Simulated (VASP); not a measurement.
# NaTe3As (Pm-3m) in VASP: further runs

Runs on NaTe3As. Level: PBE. Tasks: single point, relaxation of cell and atoms.

Everything below comes from runs of VASP 6.6.1. Logs are shortened: lines on timing, memory, paths and dates and some standing lists are left out, and cuts for length are marked.

## (1) The cell of the first run

It takes space group Pm-3m (No. 221, cubic). The conventional cell has a = 5.566 Å, b = 5.566 Å, c = 5.566 Å, α = 90.00°, β = 90.00°, γ = 90.00°. Within 5.2 Å of Na (site symmetry m-3m) lie 12 Te at 3.94 Å and 8 As at 4.82 Å. Within 3.7 Å of Te (site symmetry 4/mmm) lie 2 As at 2.78 Å. Within 3.7 Å of As (site symmetry m-3m) lie 6 Te at 2.78 Å.

## (2) Single point, PBE

Contents of INCAR:

```
PREC = Accurate
ENCUT = 520
EDIFF = 1E-6
ISMEAR = 0
SIGMA = 0.1
LREAL = F
LASPH = T
NELM = 80
ALGO = Normal
ISIF = 2
LWAVE = F
LCHARG = T
GGA = PE
LELF = T
LVHAR = T
NBANDS = 23
```

Contents of KPOINTS:

```
regular mesh
0
Gamma
  4 4 4
```

Contents of POSCAR:

```
NaTe3As
1.0
    5.5659058374      0.0000000000      0.0000000000
    0.0000000000      5.5659058374      0.0000000000
    0.0000000000      0.0000000000      5.5659058374
Na Te As
1 3 1
Direct
    0.0000000000      0.0000000000      0.0000000000
    0.0000000000      0.5000000000      0.5000000000
    0.5000000000      0.0000000000      0.5000000000
    0.5000000000      0.5000000000      0.0000000000
    0.5000000000      0.5000000000      0.5000000000
```

Potentials or basis: VASP PAW PBE potentials, release 64 (Na_pv, Te, As).

Launch:

```bash
$ cat potpaw_PBE.64/Na_pv/POTCAR potpaw_PBE.64/Te/POTCAR potpaw_PBE.64/As/POTCAR > POTCAR
$ mpirun -np 1 vasp_std > vasp.out
```

OUTCAR:

```text
PREC = Accurate
   ENCUT = 520
   EDIFF = 1E-6
   ISMEAR = 0
   LREAL = F
   LASPH = T
   NELM = 80
   ISIF = 2
   GGA = PE

 ion  position               nearest neighbor table
   1  0.000  0.000  0.000-
   2  0.000  0.500  0.500-   5 2.78   5 2.78
   3  0.500  0.000  0.500-   5 2.78   5 2.78
   4  0.500  0.500  0.000-   5 2.78   5 2.78
   5  0.500  0.500  0.500-   2 2.78   3 2.78   4 2.78   4 2.78   3 2.78   2 2.78

  LATTYP: Found a simple cubic cell.
 ALAT       =     5.5659058374

  Lattice vectors:

 A1 = (   5.5659058374,   0.0000000000,   0.0000000000)
 A2 = (   0.0000000000,   5.5659058374,   0.0000000000)
 A3 = (   0.0000000000,   0.0000000000,   5.5659058374)

Analysis of symmetry for initial positions (statically):
=====================================================================
 Subroutine PRICEL returns:
 Original cell was already a primitive cell.

 Routine SETGRP: Setting up the symmetry group for a
 simple cubic supercell.

 Subroutine GETGRP returns: Found 48 space group operations
 (whereof 48 operations were pure point group operations)
 out of a pool of 48 trial point group operations.

The static configuration has the point symmetry O_h .

Analysis of symmetry for dynamics (positions and initial velocities):
=====================================================================
 Subroutine PRICEL returns:
 Original cell was already a primitive cell.

 Routine SETGRP: Setting up the symmetry group for a
 simple cubic supercell.

 Subroutine GETGRP returns: Found 48 space group operations
 (whereof 48 operations were pure point group operations)
 out of a pool of 48 trial point group operations.

The dynamic configuration has the point symmetry O_h .

 Subroutine INISYM returns: Found 48 space group operations
 (whereof 48 operations are pure point group operations),
 and found     1 'primitive' translations

----------------------------------------------------------------------------------------

                                     Primitive cell

  volume of cell :     172.4279

  direct lattice vectors                    reciprocal lattice vectors
     5.565905837  0.000000000  0.000000000     0.179665274  0.000000000  0.000000000
     0.000000000  5.565905837  0.000000000     0.000000000  0.179665274  0.000000000
     0.000000000  0.000000000  5.565905837     0.000000000  0.000000000  0.179665274

  length of vectors
     5.565905837  5.565905837  5.565905837     0.179665274  0.179665274  0.179665274

  position of ions in fractional coordinates (direct lattice)
     0.000000000  0.000000000  0.000000000
     0.000000000  0.500000000  0.500000000
     0.500000000  0.000000000  0.500000000
     0.500000000  0.500000000  0.000000000
     0.500000000  0.500000000  0.500000000

  ion indices of the primitive-cell ions
   primitive index   ion index
                 1           1
                 2           2
                 3           3
                 4           4
                 5           5

----------------------------------------------------------------------------------------

 KPOINTS: regular mesh

Automatic generation of k-mesh.
 Grid dimensions read from file:
 generate k-points for:    4    4    4

 Generating k-lattice:

  Cartesian coordinates                     Fractional coordinates (reciprocal lattice)
     0.044916319  0.000000000  0.000000000     0.250000000  0.000000000  0.000000000
     0.000000000  0.044916319  0.000000000     0.000000000  0.250000000  0.000000000
     0.000000000  0.000000000  0.044916319     0.000000000  0.000000000  0.250000000

  Length of vectors
     0.044916319  0.044916319  0.044916319

  Shift w.r.t. Gamma in fractional coordinates (k-lattice)
     0.000000000  0.000000000  0.000000000

 Subroutine IBZKPT returns following result:
 ===========================================

 Found     10 irreducible k-points:

 Following reciprocal coordinates:
            Coordinates               Weight
  0.000000  0.000000  0.000000      1.000000
  0.250000  0.000000  0.000000      6.000000
  0.500000  0.000000  0.000000      3.000000
  0.250000  0.250000  0.000000     12.000000
  0.500000  0.250000  0.000000     12.000000
  0.500000  0.500000  0.000000      3.000000
  0.250000  0.250000  0.250000      8.000000
  0.500000  0.250000  0.250000     12.000000
  0.500000  0.500000  0.250000      6.000000
  0.500000  0.500000  0.500000      1.000000
   k-points           NKPTS =     10   k-points in BZ     NKDIM =     10   number of bands    NBANDS=     23
   number of dos      NEDOS =    301   number of ions     NIONS =      5
   total plane-waves  NPLWV =  74088
   dimension x,y,z NGX =    42 NGY =   42 NGZ =   42
   dimension x,y,z NGXF=    84 NGYF=   84 NGZF=   84
   ions per type =               1   3   1
   NGX,Y,Z   is equivalent  to a cutoff of  12.54, 12.54, 12.54 a.u.
   NGXF,Y,Z  is equivalent  to a cutoff of  25.09, 25.09, 25.09 a.u.
 SYSTEM =  unknown system
   PREC   = accura    normal or accurate (medium, high low for compatibility)
   ISTART =      0    job   : 0-new  1-cont  2-samecut
   ICHARG =      2    charge: 1-file 2-atom 10-const
   ISPIN  =      1    spin polarized calculation?
   LNONCOLLINEAR =      F non collinear calculations
   LSORBIT =      F    spin-orbit coupling
   LASPH  =      T    aspherical Exc in radial PAW
   ENCUT  =  520.0 eV  38.22 Ry    6.18 a.u.  10.35 10.35 10.35*2*pi/ulx,y,z
   NELM   =     80;   NELMIN=  2; NELMDL= -5     # of ELM steps
   EDIFF  = 0.1E-05   stopping-criterion for ELM
   LREAL  =      F    real-space projection
[... 7 lines left out ...]
   TEBEG  =    0.0;   TEEND  =   0.0 temperature during run
   PSTRESS=    0.0 pullay stress
   NELECT =      30.0000    total number of electrons
   NUPDOWN=      -1.0000    fix difference up-down
   EMIN   =  10.00;   EMAX   =-10.00  energy-range for DOS
   EFERMI =   0.00;   METHOD = LEGACY
   ISMEAR =     0;   SIGMA  =   0.10  broadening in eV -4-tet -1-fermi 0-gaus
   EFERMI_NEDOS =   21; number of points for ismear=-14 and -15
   IALGO  =     38    algorithm
   IMIX   =      4    mixing-type and parameters
     AMIX     =   0.40;   BMIX     =  1.00
     AMIX_MAG =   1.60;   BMIX_MAG =  1.00
  volume/ion in A,a.u.               =      34.49       232.72
  Fermi-wavevector in a.u.,A,eV,Ry     =   0.913930  1.727076 11.364501  0.835267
  Thomas-Fermi vector in A             =   2.038498
   LORBIT       =      0    0 simple, 1 ext, 2 COOP (PROOUT), +10 PAW based schemes
   GGA     = PE    functional components
   LHFCALC =     F    Hartree Fock is set to
   AEXX    =    0.0000 exact exchange contribution
   IVDW    =     0    specifies the selected vdW correction
   LEPSILON=     F    determine dielectric tensor
   LRPA    =     F    only Hartree local field effects (RPA)
 non-spin polarized calculation
 Gauss-broadening in eV      SIGMA  =   0.10
  energy-cutoff  :      520.00
  volume of cell :      172.43
 maximum number of plane-waves:      4697
 NGX is ok and might be reduce to    42
   NGX = 21   NGY = 21   NGZ = 21

 number of electron      29.9999993 magnetization

 Free energy of the ion-electron system (eV)
  ---------------------------------------------------
  ext. energy  EPLUGINS =         0.00000000
  ---------------------------------------------------
  free energy    TOTEN  =       -14.81321559 eV

  energy without entropy =      -14.76393970  energy(sigma->0) =      -14.78857765

 E-fermi :   3.2207     XC(G=0):  -8.2285

 val. band max:        3.1375706139   @ k =   0.5000   0.5000   0.5000
 cond. band min:       3.2230420145   @ k =   0.2500   0.2500   0.0000
 fundamental gap:      0.0854714007
 Fermi energy:         3.2207123930

 k-point     1 :       0.0000    0.0000    0.0000
  band No.  band energies     occupation
      1     -21.3240      2.00000
      2     -21.3240      2.00000
      3     -21.3240      2.00000
      4      -9.8389      2.00000
      5      -6.5956      2.00000
      6      -6.5956      2.00000
[... 15 lines left out ...]
     22       8.0735      0.00000
     23       9.1885      0.00000

 k-point     2 :       0.2500    0.0000    0.0000
  band No.  band energies     occupation
      1     -21.3240      2.00000
      2     -21.3239      2.00000
      3     -21.3239      2.00000
      4      -9.6827      2.00000
      5      -6.9809      2.00000
      6      -6.5854      2.00000
[... 15 lines left out ...]
     22       8.6215      0.00000
     23       9.0375      0.00000

 k-point     3 :       0.5000    0.0000    0.0000
  band No.  band energies     occupation
      1     -21.3241      2.00000
      2     -21.3239      2.00000
      3     -21.3239      2.00000
      4      -9.4808      2.00000
      5      -7.4203      2.00000
      6      -6.5751      2.00000
[... 15 lines left out ...]
     22       9.1301      0.00000
     23       9.2956      0.00000

 k-point     4 :       0.2500    0.2500    0.0000
  band No.  band energies     occupation
      1     -21.3240      2.00000
      2     -21.3240      2.00000
      3     -21.3239      2.00000
      4      -9.5157      2.00000
      5      -7.0391      2.00000
      6      -6.8451      2.00000
[... 15 lines left out ...]
     22       8.8268      0.00000
     23       8.8816      0.00000

 k-point     5 :       0.5000    0.2500    0.0000
  band No.  band energies     occupation
      1     -21.3241      2.00000
      2     -21.3240      2.00000
      3     -21.3239      2.00000
      4      -9.2938      2.00000
      5      -7.3993      2.00000
      6      -6.9034      2.00000
[... 15 lines left out ...]
     22       9.0629      0.00000
     23       9.1258      0.00000

 k-point     6 :       0.5000    0.5000    0.0000
  band No.  band energies     occupation
      1     -21.3241      2.00000
      2     -21.3241      2.00000
      3     -21.3239      2.00000
      4      -9.0305      2.00000
      5      -7.3781      2.00000
      6      -7.3781      2.00000
[... 15 lines left out ...]
     22       9.4339      0.00000
     23       9.4339      0.00000

 k-point     7 :       0.2500    0.2500    0.2500
  band No.  band energies     occupation
      1     -21.3240      2.00000
      2     -21.3240      2.00000
      3     -21.3240      2.00000
      4      -9.3357      2.00000
      5      -7.0230      2.00000
      6      -7.0230      2.00000
[... 15 lines left out ...]
     22       8.7155      0.00000
     23       8.7155      0.00000

 k-point     8 :       0.5000    0.2500    0.2500
  band No.  band energies     occupation
      1     -21.3241      2.00000
      2     -21.3240      2.00000
      3     -21.3240      2.00000
      4      -9.0882      2.00000
      5      -7.3794      2.00000
      6      -7.0067      2.00000
[... 15 lines left out ...]
     22       8.6634      0.00000
     23      10.0110      0.00000

 k-point     9 :       0.5000    0.5000    0.2500
  band No.  band energies     occupation
      1     -21.3241      2.00000
      2     -21.3241      2.00000
      3     -21.3240      2.00000
      4      -8.7815      2.00000
      5      -7.3590      2.00000
      6      -7.3590      2.00000
[... 15 lines left out ...]
     22       9.2648      0.00000
     23       9.4533      0.00000

 k-point    10 :       0.5000    0.5000    0.5000
  band No.  band energies     occupation
      1     -21.3241      2.00000
      2     -21.3241      2.00000
      3     -21.3241      2.00000
      4      -8.3324      2.00000
      5      -7.3397      2.00000
      6      -7.3397      2.00000
[... 15 lines left out ...]
     22       9.9886      0.00000
     23       9.9886      0.00000

------------------------ aborting loop because EDIFF is reached ----------------------------------------

  FORCE on cell =-STRESS in cart. coord.  units (eV):
  Direction    XX          YY          ZZ          XY          YZ          ZX
  --------------------------------------------------------------------------------------
  -------------------------------------------------------------------------------------
  Total        0.3581712      0.3581712      0.3581712     -0.0000000     -0.0000000     -0.0000000
  in kB        3.3280798      3.3280798      3.3280798     -0.0000000     -0.0000000     -0.0000000
  external PRESSURE =       3.3280798 kB  Pullay stress =       0.0000000 kB

 VOLUME and BASIS-vectors are now :
 -----------------------------------------------------------------------------
  energy-cutoff  :      520.00
  volume of cell :      172.43
      direct lattice vectors                 reciprocal lattice vectors
     5.565905837  0.000000000  0.000000000     0.179665274  0.000000000  0.000000000
     0.000000000  5.565905837  0.000000000     0.000000000  0.179665274  0.000000000
     0.000000000  0.000000000  5.565905837     0.000000000  0.000000000  0.179665274

 POSITION                                       TOTAL-FORCE (eV/Angst)
 -----------------------------------------------------------------------------------
      0.00000      0.00000      0.00000         0.000000      0.000000      0.000000
      0.00000      2.78295      2.78295         0.000000      0.000000      0.000000
      2.78295      0.00000      2.78295         0.000000      0.000000      0.000000
      2.78295      2.78295      0.00000         0.000000      0.000000      0.000000
      2.78295      2.78295      2.78295         0.000000      0.000000      0.000000
 -----------------------------------------------------------------------------------
    total drift:                               -0.000000     -0.000000      0.000000

  FREE ENERGIE OF THE ION-ELECTRON SYSTEM (eV)
  ---------------------------------------------------
  free  energy   TOTEN  =       -14.8132155870 eV

  energy  without entropy=      -14.7639397032  energy(sigma->0) =      -14.78857765
```

Run time: 75 s. Hardware: 1 thread of Intel Xeon 8259CL, shared host; peak memory 0.27 GiB.

What came out:

- Free energy: -14.8132 eV
- Pressure: 0.3 GPa
- Band gap on the k mesh: zero (bands 15 and 16 overlap by 0.85 eV)

Caveat: spin-orbit coupling is left out, which moves the levels of the heavy elements.

## (3) Relaxation of cell and atoms, PBE

This run uses another cell than the first one, of 26.58 Å³/atom.

Contents of INCAR:

```
SYSTEM = NaTe3As
ALGO = Normal
EDIFF = 1E-6
EDIFFG = -0.04
ENCUT = 600
GGA = PE
IBRION = 2
ISIF = 3
ISMEAR = 0
LASPH = .TRUE.
LCHARG = .FALSE.
LREAL = .FALSE.
LWAVE = .FALSE.
NELM = 100
NSW = 90
PREC = Accurate
SIGMA = 0.1
```

Contents of KPOINTS:

```
k-points
0
G
  4 4 4
  0 0 0
```

POSCAR, as its differences from that of step 2:

```diff
@@ -2,5 +2,5 @@
 1.0
-    5.5659058374      0.0000000000      0.0000000000
-    0.0000000000      5.5659058374      0.0000000000
-    0.0000000000      0.0000000000      5.5659058374
+    5.1031573691      0.0000000000      0.0000000000
+    0.0000000000      5.1031573691      0.0000000000
+    0.0000000000      0.0000000000      5.1031573691
 Na Te As
```

Potentials or basis: VASP PAW PBE potentials, release 64 (Na_pv, Te, As).

Launch:

```bash
$ cat potpaw_PBE.64/Na_pv/POTCAR potpaw_PBE.64/Te/POTCAR potpaw_PBE.64/As/POTCAR > POTCAR
$ mpirun -np 1 vasp_std > vasp.out
```

It took 2.7 min on 1 thread of Intel Xeon 8259CL, shared host; peak memory 0.28 GiB.

It converged, with:

* Free energy: -14.8133 eV
* Relaxed volume: 34.66 Å³/atom
* Relaxed cell: a = 5.575 Å, b = 5.575 Å, c = 5.575 Å, α = 90.00°, β = 90.00°, γ = 90.00°
* Space group after relaxing (to 0.1 Å): Pm-3m (No. 221)
* Energy gained by relaxing: 308.7 meV/atom
* Ionic steps: 3
* Pressure after relaxing: 0.2 GPa
* Band gap on the k mesh: zero (bands 15 and 16 overlap by 0.84 eV)

The path:
| step | energy change (eV) | largest force (eV/Å) | pressure (GPa) | volume (Å³) |
| --- | --- | --- | --- | --- |
| 1 | 0.0000 | 0.0000 | 15.27 | 132.90 |
| 2 | -1.4546 | 0.0000 | -1.95 | 187.83 |
| 3 | -1.5437 | 0.0000 | 0.17 | 173.28 |

Final structure:
```yaml
crystal:
  lattice:
    - [5.57509, 0.00000, 0.00000]
    - [0.00000, 5.57509, 0.00000]
    - [0.00000, 0.00000, 5.57509]
  atoms:
    - { symbol: Na, position: [0.00000, 0.00000, 0.00000] }
    - { symbol: Te, position: [0.00000, 0.50000, 0.50000] }
    - { symbol: Te, position: [0.50000, 0.00000, 0.50000] }
    - { symbol: Te, position: [0.50000, 0.50000, 0.00000] }
    - { symbol: As, position: [0.50000, 0.50000, 0.50000] }
```

Levels at points of the mesh, in eV from the Fermi level:
| k point | band 12 | band 13 | band 14 | band 15 | band 16 | band 17 | band 18 | band 19 |
| --- | --- | --- | --- | --- | --- | --- | --- | --- |
| (0.00, 0.00, 0.00) | -0.52 | -0.52 | -0.50 | -0.50 | -0.50 | 2.06 | 4.47 | 4.47 |
| (0.50, 0.00, 0.00) | -1.37 | -0.98 | -0.46 | -0.46 | -0.15 | 0.26 | 4.10 | 4.61 |
| (0.50, 0.50, 0.00) | -1.29 | -1.29 | -0.53 | 0.30 | 0.30 | 0.31 | 0.77 | 3.63 |
| (0.50, 0.50, 0.50) | -0.50 | -0.08 | -0.08 | -0.08 | 0.78 | 0.81 | 0.81 | 0.81 |

Caveat: the volume moved by over 15 % at a fixed basis, so the end points are rough; spin-orbit coupling is left out, which moves the levels of the heavy elements.

The gap in the log of VASP goes by the Fermi energy; the results here count the filled bands.